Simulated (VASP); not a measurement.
Runs of VASP 6.6.1 on Hg. The typed cell holds 2 atoms: a = 3.035 Å, b = 5.487 Å, c = 3.035 Å, α = 90.00°, β = 100.60°, γ = 90.00°. 

```tsv
level	k mesh	smearing	gap on the mesh (eV)	pressure (GPa)
PBE	6 × 4 × 6	fermi-dirac 0.5 eV	none	(b)
PBE	6 × 4 × 6	fermi-dirac 0.02 eV	none	(a)
PBE	6 × 4 × 6	methfessel-paxton 0.2 eV	none	3.1
r2SCAN	6 × 4 × 6	fermi-dirac 0.02 eV	none	2.1
PBE	6 × 4 × 6, shifted	fermi-dirac 0.02 eV	none	3.7
```

Alike in all rows: task single point; potentials or basis VASP PAW PBE potentials, release 64 (Hg); no spin polarisation; cell as given; cutoff (eV) 520.

Question: Fill in the values left out.

Answer: (a) 2.8; (b) 3.2.

Caveats: spin-orbit coupling is left out, which moves the levels of the heavy elements; the cell stands under pressure (at least some runs); so wide a smearing shifts energies and pressures (at least some runs); the PAW data sets were made with another functional, which shifts forces and pressure a little (at least some runs).

A k mesh can miss the band edges, and the runs leave out spin-orbit coupling on Hg.

A gap of «none» marks levels without a gap at the run's occupations.
